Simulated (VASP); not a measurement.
Wanted: the native input for a VASP 6.6.1 run.

```yaml
Task: single point
Functional: PBEsol
Potentials_or_basis: VASP PAW PBE potentials, release 64 (Mo_sv, S)
Cutoff: 520 eV
k_mesh: 6 × 6 × 1
Occupations: gaussian, width 0.1 eV
Spin: collinear spin, ferromagnetic start
Starting_moments: "[1.0, 1.0, 0.0, 0.0, 0.0, 0.0] μB"
Dipole_correction: no
Further_INCAR_settings: ALGO = Normal; EDIFF = 1e-06; NBANDS = 39
```

The structure of MoS2 lies in POSCAR:

```
MoS2
1.0
    3.1845414560      0.0000000000      0.0000000000
   -1.5922707280      2.7578938003      0.0000000000
    0.0000000000      0.0000000000     21.6705347200
Mo S
2 4
Direct
    0.6666666700      0.3333333300      0.1488397700
    0.3333333300      0.6666666700      0.8511602300
    0.3333333300      0.6666666700      0.2203746100
    0.6666666700      0.3333333300      0.9227490000
    0.3333333300      0.6666666700      0.0772510000
    0.6666666700      0.3333333300      0.7796253900
```

One way to write it, as run:

INCAR

```
PREC = Accurate
ENCUT = 520
EDIFF = 1E-6
ISMEAR = 0
SIGMA = 0.1
LREAL = F
LASPH = T
NELM = 150
ALGO = Normal
ISIF = 2
LWAVE = F
LCHARG = F
ISPIN = 2
MAGMOM = 1 1 0 0 0 0
LORBIT = 11
LMAXMIX = 4
GGA = PS
NBANDS = 39
```

KPOINTS

```
regular mesh
0
Gamma
  6 6 1
```

Potentials or basis: VASP PAW PBE potentials, release 64 (Mo_sv, S).

Run with:

```bash
$ cat potpaw_PBE.64/Mo_sv/POTCAR potpaw_PBE.64/S/POTCAR > POTCAR
$ mpirun -np 1 vasp_std > vasp.out
```

Results of the run:

```json
{"Largest force": "0.126 eV/Å", "Band gap on the k mesh": "1.25 eV, indirect (least direct gap 1.64 eV)", "Net moment": "0.00 μB per cell", "Valence electrons inside the program's atomic spheres": "Mo 12.47; S 3.68, 3.67"}
```

Caveat: the PAW data sets were made with another functional, which shifts forces and pressure a little.

Run time: 6.9 min on 1 thread of AMD EPYC 7R13, on a shared host, peak memory 0.36 GiB.
